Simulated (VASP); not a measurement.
# Zr (R-3m) in VASP: a series of runs, part 2 of 2

VASP 6.6.1. Earlier steps stand in the parts before.

## 3. Single point, PBEsol

This run uses another cell than the first one: it holds 3 atoms, not 2.

INCAR

```
SYSTEM = Zr
ALGO = Normal
EDIFF = 1E-6
ENCUT = 500
GGA = PS
GGA_COMPAT = .False.
ISIF = 2
ISMEAR = 0
LASPH = .True.
LCHARG = .False.
LREAL = .False.
LWAVE = .False.
NBANDS = 25
NELM = 120
PREC = Accurate
SIGMA = 0.1
```

KPOINTS

```
k-points
0
Gamma
  18 18 18
  0 0 0
```

POSCAR

```
Zr
1.0
    1.5874507759      0.9165151328      7.7126637808
   -1.5874507759      0.9165151328      7.7126637808
    0.0000000000     -1.8330302656      7.7126637808
Zr
3
Direct
    0.0000000000      0.0000000000      0.0000000000
    0.2227907223      0.2227907223      0.2227907223
    0.7772092777      0.7772092777      0.7772092777
```

Potentials or basis: VASP PAW PBE potentials, release 64 (Zr_sv).

Started as:

```
$ cat potpaw_PBE.64/Zr_sv/POTCAR > POTCAR
$ mpirun -np 1 vasp_std > vasp.out
```

OUTCAR:

```text
SYSTEM = Zr
   EDIFF = 1E-6
   ENCUT = 500
   GGA = PS
   ISIF = 2
   ISMEAR = 0
   LASPH = .True.
   LREAL = .False.
   NELM = 120
   PREC = Accurate

 ion  position               nearest neighbor table
   1  0.000  0.000  0.000-   3 3.15   3 3.15   2 3.15   2 3.15   3 3.15   2 3.15
   2  0.223  0.223  0.223-   1 3.15   1 3.15   1 3.15   3 3.18   3 3.18   3 3.18
   3  0.777  0.777  0.777-   1 3.15   1 3.15   1 3.15   2 3.18   2 3.18   2 3.18

  LATTYP: Found a trigonal (rhomboedric) cell.
 ALAT       =     7.9274953516
 COS(alpha) =     0.9198029232

  Lattice vectors:

 A1 = (   1.5874507759,   0.9165151328,   7.7126637808)
 A2 = (  -1.5874507759,   0.9165151328,   7.7126637808)
 A3 = (   0.0000000000,  -1.8330302656,   7.7126637808)

Analysis of symmetry for initial positions (statically):
=====================================================================
 Subroutine PRICEL returns:
 Original cell was already a primitive cell.

 Routine SETGRP: Setting up the symmetry group for a
 trigonal (rhombohedral) supercell.

 Subroutine GETGRP returns: Found 12 space group operations
 (whereof 12 operations were pure point group operations)
 out of a pool of 12 trial point group operations.

The static configuration has the point symmetry D_3d.

Analysis of symmetry for dynamics (positions and initial velocities):
=====================================================================
 Subroutine PRICEL returns:
 Original cell was already a primitive cell.

 Routine SETGRP: Setting up the symmetry group for a
 trigonal (rhombohedral) supercell.

 Subroutine GETGRP returns: Found 12 space group operations
 (whereof 12 operations were pure point group operations)
 out of a pool of 12 trial point group operations.

The dynamic configuration has the point symmetry D_3d.

 Subroutine INISYM returns: Found 12 space group operations
 (whereof 12 operations are pure point group operations),
 and found     1 'primitive' translations

----------------------------------------------------------------------------------------

                                     Primitive cell

  volume of cell :      67.3280

  direct lattice vectors                    reciprocal lattice vectors
     1.587450776  0.916515133  7.712663781     0.314970396  0.181848243  0.043218963
    -1.587450776  0.916515133  7.712663781    -0.314970396  0.181848243  0.043218963
     0.000000000 -1.833030266  7.712663781     0.000000000 -0.363696486  0.043218963

  length of vectors
     7.927495352  7.927495352  7.927495352     0.366255393  0.366255393  0.366255393

  position of ions in fractional coordinates (direct lattice)
     0.000000000  0.000000000  0.000000000
     0.222790722  0.222790722  0.222790722
     0.777209278  0.777209278  0.777209278

  ion indices of the primitive-cell ions
   primitive index   ion index
                 1           1
                 2           2
                 3           3

----------------------------------------------------------------------------------------

 KPOINTS: k-points

Automatic generation of k-mesh.
 Grid dimensions read from file:
 generate k-points for:   18   18   18

 Generating k-lattice:

  Cartesian coordinates                     Fractional coordinates (reciprocal lattice)
     0.017498355  0.010102680  0.002401054     0.055555556  0.000000000 -0.000000000
    -0.017498355  0.010102680  0.002401054     0.000000000  0.055555556 -0.000000000
     0.000000000 -0.020205360  0.002401054    -0.000000000 -0.000000000  0.055555556

  Length of vectors
     0.020347522  0.020347522  0.020347522

  Shift w.r.t. Gamma in fractional coordinates (k-lattice)
     0.000000000  0.000000000  0.000000000

 Subroutine IBZKPT returns following result:
 ===========================================

 Found    580 irreducible k-points:

 Following reciprocal coordinates:
            Coordinates               Weight
  0.000000  0.000000  0.000000      1.000000
  0.055556 -0.000000 -0.000000      6.000000
  0.111111 -0.000000 -0.000000      6.000000
  0.166667 -0.000000  0.000000      6.000000
  0.222222 -0.000000 -0.000000      6.000000
  0.277778 -0.000000  0.000000      6.000000
[... 16 lines left out ...]
 -0.277778  0.055556  0.000000     12.000000
 -0.222222  0.055556  0.000000     12.000000
 [... further k-points ...]
   k-points           NKPTS =    580   k-points in BZ     NKDIM =    580   number of bands    NBANDS=     25
   number of dos      NEDOS =    301   number of ions     NIONS =      3
   total plane-waves  NPLWV = 216000
   dimension x,y,z NGX =    60 NGY =   60 NGZ =   60
   dimension x,y,z NGXF=   120 NGYF=  120 NGZF=  120
   ions per type =               3
   NGX,Y,Z   is equivalent  to a cutoff of  12.58, 12.58, 12.58 a.u.
   NGXF,Y,Z  is equivalent  to a cutoff of  25.16, 25.16, 25.16 a.u.
 SYSTEM =  Zr
   PREC   = accura    normal or accurate (medium, high low for compatibility)
   ISTART =      0    job   : 0-new  1-cont  2-samecut
   ICHARG =      2    charge: 1-file 2-atom 10-const
   ISPIN  =      1    spin polarized calculation?
   LNONCOLLINEAR =      F non collinear calculations
   LSORBIT =      F    spin-orbit coupling
   LASPH  =      T    aspherical Exc in radial PAW
   ENCUT  =  500.0 eV  36.75 Ry    6.06 a.u.  14.45 14.45 14.45*2*pi/ulx,y,z
   NELM   =    120;   NELMIN=  2; NELMDL= -5     # of ELM steps
   EDIFF  = 0.1E-05   stopping-criterion for ELM
   LREAL  =      F    real-space projection
   EDIFFG = 0.1E-04   stopping-criterion for IOM
   NSW    =      0    number of steps for IOM
   IBRION =     -1    ionic relax: 0-MD 1-quasi-New 2-CG
   NFREE  =      0    steps in history (QN), initial steepest desc. (CG)
   ISIF   =      2    stress and relaxation
   ISYM   =      2    0-nonsym 1-usesym 2-fastsym
   POTIM  = 0.5000    time-step for ionic-motion
   TEBEG  =    0.0;   TEEND  =   0.0 temperature during run
   PSTRESS=    0.0 pullay stress
   NELECT =      36.0000    total number of electrons
   NUPDOWN=      -1.0000    fix difference up-down
   EMIN   =  10.00;   EMAX   =-10.00  energy-range for DOS
   EFERMI =   0.00;   METHOD = LEGACY
   ISMEAR =     0;   SIGMA  =   0.10  broadening in eV -4-tet -1-fermi 0-gaus
   EFERMI_NEDOS =   21; number of points for ismear=-14 and -15
   IALGO  =     38    algorithm
   IMIX   =      4    mixing-type and parameters
     AMIX     =   0.40;   BMIX     =  1.00
     AMIX_MAG =   1.60;   BMIX_MAG =  1.00
  volume/ion in A,a.u.               =      22.44       151.45
  Fermi-wavevector in a.u.,A,eV,Ry     =   1.328752  2.510976 24.022187  1.765581
  Thomas-Fermi vector in A             =   2.457966
   LORBIT       =      0    0 simple, 1 ext, 2 COOP (PROOUT), +10 PAW based schemes
   GGA     = PS    functional components
   LHFCALC =     F    Hartree Fock is set to
   AEXX    =    0.0000 exact exchange contribution
   IVDW    =     0    specifies the selected vdW correction
   LEPSILON=     F    determine dielectric tensor
   LRPA    =     F    only Hartree local field effects (RPA)
 non-spin polarized calculation
 Gauss-broadening in eV      SIGMA  =   0.10
  energy-cutoff  :      500.00
  volume of cell :       67.33
 maximum number of plane-waves:      1729
 NGX is ok and might be reduce to    60

 number of electron      36.0000000 magnetization

 Free energy of the ion-electron system (eV)
  ---------------------------------------------------
  ext. energy  EPLUGINS =         0.00000000
  ---------------------------------------------------
  free energy    TOTEN  =       -27.17790142 eV

  energy without entropy =      -27.15991642  energy(sigma->0) =      -27.16890892

 E-fermi :   9.1952     XC(G=0): -11.3710

 val. band max:        9.1937981424   @ k =   0.3889   0.2222   0.2222
 cond. band min:       9.1955565268   @ k =  -0.4444   0.3333   0.0556
 fundamental gap:      0.0017583843
 Fermi energy:         9.1951884617

 k-point     1 :       0.0000    0.0000    0.0000
  band No.  band energies     occupation
      1     -39.3773      2.00000
      2     -39.2580      2.00000
      3     -39.2409      2.00000
      4     -17.7299      2.00000
      5     -17.6890      2.00000
      6     -16.9735      2.00000
[... 17 lines left out ...]
     24      10.5832      0.00000
     25      12.0001      0.00000
[... 621 lines left out ...]
      3     -39.1968      2.00000
      4     -17.7086      2.00000
      5     -17.6580      2.00000
      6     -17.3485      2.00000
[... 17 lines left out ...]
     24      11.6455      0.00000
     25      11.9525      0.00000

 [... further k-points ...]
[... 5 lines left out ...]
  --------------------------------------------------------------------------------------
  -------------------------------------------------------------------------------------
  Total        0.0382387      0.0382387      0.0349240      0.0000000      0.0000000      0.0000000
  in kB        0.9099525      0.9099525      0.8310732      0.0000000      0.0000000      0.0000000
  external PRESSURE =       0.8836594 kB  Pullay stress =       0.0000000 kB

 VOLUME and BASIS-vectors are now :
 -----------------------------------------------------------------------------
  energy-cutoff  :      500.00
  volume of cell :       67.33
      direct lattice vectors                 reciprocal lattice vectors
     1.587450776  0.916515133  7.712663781     0.314970396  0.181848243  0.043218963
    -1.587450776  0.916515133  7.712663781    -0.314970396  0.181848243  0.043218963
     0.000000000 -1.833030266  7.712663781     0.000000000 -0.363696486  0.043218963

 POSITION                                       TOTAL-FORCE (eV/Angst)
 -----------------------------------------------------------------------------------
      0.00000      0.00000      0.00000         0.000000      0.000000     -0.000000
      0.00000      0.00000      5.15493         0.000000     -0.000000     -0.000193
      0.00000      0.00000     17.98306         0.000000     -0.000000      0.000193
 -----------------------------------------------------------------------------------
    total drift:                                0.000000      0.000000     -0.000000

  FREE ENERGIE OF THE ION-ELECTRON SYSTEM (eV)
  ---------------------------------------------------
  free  energy   TOTEN  =       -27.1779014167 eV

  energy  without entropy=      -27.1599164178  energy(sigma->0) =      -27.16890892
```

OSZICAR:

```text
N       E                     dE             d eps       ncg     rms          rms(c)
DAV:   1     0.345880614024E+03    0.34588E+03   -0.19243E+04 29000   0.140E+03
DAV:   2    -0.332490721318E+01   -0.34921E+03   -0.34200E+03 33950   0.413E+02
DAV:   3    -0.273297105089E+02   -0.24005E+02   -0.23562E+02 53784   0.779E+01
DAV:   4    -0.283052674397E+02   -0.97556E+00   -0.97280E+00 37505   0.161E+01
DAV:   5    -0.283334121346E+02   -0.28145E-01   -0.28132E-01 44276   0.252E+00    0.197E+01
DAV:   6    -0.273683790500E+02    0.96503E+00   -0.15752E+00 31764   0.862E+00    0.796E+00
DAV:   7    -0.272437790692E+02    0.12460E+00   -0.15711E+00 45546   0.720E+00    0.181E+00
DAV:   8    -0.271739223479E+02    0.69857E-01   -0.48402E-01 40561   0.340E+00    0.129E+00
DAV:   9    -0.271778332447E+02   -0.39109E-02   -0.38930E-02 36043   0.178E+00    0.884E-02
DAV:  10    -0.271778988208E+02   -0.65576E-04   -0.24329E-03 45654   0.308E-01    0.265E-02
DAV:  11    -0.271779007088E+02   -0.18881E-05   -0.80031E-05 39378   0.638E-02    0.188E-02
DAV:  12    -0.271779008979E+02   -0.18910E-06   -0.20297E-05 48549   0.310E-02    0.394E-03
DAV:  13    -0.271779014167E+02   -0.51883E-06   -0.57953E-07 20712   0.625E-03
   1 F= -.27177901E+02 E0= -.27168909E+02  d E =-.179850E-01
```

Run time: 49 min. Hardware: 1 thread of AMD EPYC 9R45 (Zen 5), shared host; peak memory 0.96 GiB.

What came out:

- Free energy: -27.1779 eV
- Pressure: 0.1 GPa
- Band gap on the k mesh: zero (bands 18 and 19 overlap by 1.22 eV)

Caveat: the PAW data sets were made with another functional, which shifts forces and pressure a little.
